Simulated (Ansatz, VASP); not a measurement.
## Al9H in VASP and in Ansatz

Contents of INCAR:

```
SYSTEM = Al9H
  PREC = Accurate
  ENCUT = 520
  EDIFF = 1E-7
  ISMEAR = 0
  SIGMA = 0.1
  LREAL = Auto
  LASPH = .True.
  NELM = 100
  ALGO = Normal
  ISIF = 2
  LWAVE = .False.
  LCHARG = .True.
  LDIPOL = .True.
  IDIPOL = 3
  DIPOL = 0.5 0.5 0.294
  GGA = PE
  LELF = .True.
  LVHAR = .True.
  LVACPOTAV = .True.
  NBANDS = 44
```

Contents of KPOINTS:

```
Automatic mesh
0
Gamma
  5 3 1
  0 0 0
```

The input POSCAR:

```
Al9H
1.0
    5.7070863109      0.0000000000      0.0000000000
   -1.4267715777      9.7014842373      0.0000000000
    0.0000000000      0.0000000000     22.7903703632
Al H
18 2
Direct
    0.2662216041      0.0648864163      0.1755127247
    0.7662216041      0.0648864163      0.1755127247
    0.3354806058      0.3419224231      0.2192029853
    0.8354806058      0.3419224231      0.2192029853
    0.1493324061      0.5973296244      0.2279410374
    0.6493324061      0.5973296244      0.2279410374
    0.4631842064      0.8527368258      0.2366790895
    0.9631842064      0.8527368258      0.2366790895
    0.0319772084      0.1277109167      0.2808262503
    0.5319772084      0.1277109167      0.2808262503
    0.0997917590      0.4042231279      0.3301071124
    0.5997917590      0.4042231279      0.3301071124
    0.4144000530      0.6596656505      0.3369822082
    0.9144000530      0.6596656505      0.3369822082
    0.2263076920      0.9110819249      0.3449259127
    0.7263076920      0.9110819249      0.3449259127
    0.2962427236      0.1814071990      0.3857054635
    0.7962427236      0.1814071990      0.3857054635
    0.3728398333      0.9110819249      0.4054506450
    0.5797755507      0.9110819249      0.4054506450
```

Input for Ansatz:

```yaml
crystal:
  lattice:
    - [5.7070863109, 0.0, 0.0]
    - [-1.4267715777, 9.7014842373, 0.0]
    - [0.0, 0.0, 22.7903703632]
  atoms:
    - { symbol: Al, position: [0.2662216041, 0.0648864163, 0.1755127247] }
    - { symbol: Al, position: [0.7662216041, 0.0648864163, 0.1755127247] }
    - { symbol: Al, position: [0.3354806058, 0.3419224231, 0.2192029853] }
    - { symbol: Al, position: [0.8354806058, 0.3419224231, 0.2192029853] }
    - { symbol: Al, position: [0.1493324061, 0.5973296244, 0.2279410374] }
    - { symbol: Al, position: [0.6493324061, 0.5973296244, 0.2279410374] }
    - { symbol: Al, position: [0.4631842064, 0.8527368258, 0.2366790895] }
    - { symbol: Al, position: [0.9631842064, 0.8527368258, 0.2366790895] }
    - { symbol: Al, position: [0.0319772084, 0.1277109167, 0.2808262503] }
    - { symbol: Al, position: [0.5319772084, 0.1277109167, 0.2808262503] }
    - { symbol: Al, position: [0.099791759, 0.4042231279, 0.3301071124] }
    - { symbol: Al, position: [0.599791759, 0.4042231279, 0.3301071124] }
    - { symbol: Al, position: [0.414400053, 0.6596656505, 0.3369822082] }
    - { symbol: Al, position: [0.914400053, 0.6596656505, 0.3369822082] }
    - { symbol: Al, position: [0.226307692, 0.9110819249, 0.3449259127] }
    - { symbol: Al, position: [0.726307692, 0.9110819249, 0.3449259127] }
    - { symbol: Al, position: [0.2962427236, 0.181407199, 0.3857054635] }
    - { symbol: Al, position: [0.7962427236, 0.181407199, 0.3857054635] }
    - { symbol: H, position: [0.3728398333, 0.9110819249, 0.405450645] }
    - { symbol: H, position: [0.5797755507, 0.9110819249, 0.405450645] }
basis:
  ecutwfc: 420
kpoints:
  mp_grid: { grid: [5, 3, 1] }
hamiltonian:
  xc: pbe
  pseudopotentials: { kind: paw, azcp: { folder: soft_1 } }
scf:
  occupations: { method: gaussian, width: 0.1 }
output:
  forces: true
  eigenvalues: true
efield:
  axis: 3
  dipole_correction: true
  ramp_width: 0.04
```

Alike in both runs: task single point; functional PBE; k mesh 5 × 3 × 1; occupations gaussian, width 0.1 eV; no spin polarisation.

```csv
,VASP,Ansatz
version,VASP 6.6.1,Ansatz 0.2.0
potentials or method,"VASP PAW PBE potentials, release 64 (Al, H), cutoff 520 eV","scalar-relativistic, plane waves, PAW"
valence electrons in the cell,56,56
```

```tsv
	VASP	Ansatz	Ansatz less VASP
gap on the k mesh at the Fermi level (eV)	none	none	-
rms of the force components (eV/Å)	0.323	0.323	-0.0002
work function, face that differs most (eV)	4.28	4.28	-0.001
```

Atom by atom the forces differ by 0.001 eV/Å (rms over components). A gap of «none» marks a metal or a gap that the smearing closes. With one functional, cell and mesh, what is left measures potentials, basis and numerics.
